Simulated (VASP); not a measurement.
Ag:

```
CELL_PARAMETERS angstrom
0.00000 2.04275 2.04275
2.04275 0.00000 2.04275
2.04275 2.04275 0.00000
ATOMIC_POSITIONS crystal
Ag 0.00000 0.00000 0.00000
```

| Item | Value |
| --- | --- |
| Program | VASP 6.6.1 |
| Task | relaxation of cell and atoms |
| Functional | revPBE |
| Dispersion | D3(BJ) |
| Potentials or basis | VASP PAW PBE potentials, release 64 (Ag) |
| Cutoff | 600 eV |
| k mesh | 11 × 11 × 11 |
| Occupations | fermi-dirac, width 0.05 eV |
| Spin | no spin polarisation |

At the start: pressure -3.8 GPa; volume 17.05 Å³/atom.

**Question.** How do energy, volume and symmetry change on relaxing?

**Answer.** Over 3 steps the energy falls by 7.2 meV/atom and the volume is 16.46 Å³/atom (-3.5 %); space group Fm-3m (No. 225, to 0.05 Å).

Step by step:
```
step  energy change (eV)  largest force (eV/Å)  pressure (GPa)  volume (Å³)
   1              0.0000                0.0000           -3.75        17.05
   2             -0.0039                0.0000            2.96        16.08
   3             -0.0072                0.0000            0.00        16.46
```

Final structure:
```
Ag
1.0
     0.00000    2.01888    2.01888
     2.01888    0.00000    2.01888
     2.01888    2.01888    0.00000
Ag
1
Direct
  0.00000 0.00000 0.00000
```

Caveat: the PAW data sets were made with another functional, which shifts forces and pressure a little; pairwise dispersion overbinds metals, which lowers pressure and volume.
